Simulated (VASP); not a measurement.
# Co: single point with PBE

Crystal: Co.

```xyz
1
Lattice="2.3402 0.0000 0.0000 0.0000 2.3402 0.0000 0.0000 0.0000 2.3402" Properties=species:S:1:pos:R:3 pbc="T T T"
Co    0.0000    0.0000    0.0000
```

```
Program             : VASP 6.6.1
Task                : single point
Functional          : PBE
Potentials or basis : VASP PAW PBE potentials, release 64 (Co)
Cutoff              : 520 eV
k mesh              : 17 × 17 × 17
Occupations         : fermi-dirac, width 0.05 eV
Spin                : collinear spin, ferromagnetic start
Starting moments    : [0.2] μB
```

| Property | Result |
| --- | --- |
| Pressure | -12.1 GPa |
| Net moment | 0.00 μB per cell |
| Valence electrons inside the program's atomic spheres | Co 8.18 |

Levels at points of the mesh, in eV from the Fermi level:
Spin up:
```csv
k point,band 1,band 2,band 3,band 4,band 5,band 6,band 7,band 8,band 9,band 10
"(0.00, 0.00, 0.00)",-7.75,-3.22,-3.22,0.43,0.43,0.43,19.40,19.40,19.40,23.25
```
Spin down:
```csv
k point,band 1,band 2,band 3,band 4,band 5,band 6,band 7,band 8,band 9,band 10
"(0.00, 0.00, 0.00)",-7.75,-3.22,-3.22,0.43,0.43,0.43,19.40,19.40,19.40,23.25
```

Run time: 29 s on 1 thread of Intel(R) Xeon(R) 6975P-C (Granite Rapids), with other jobs on the host, peak memory 0.16 GiB.
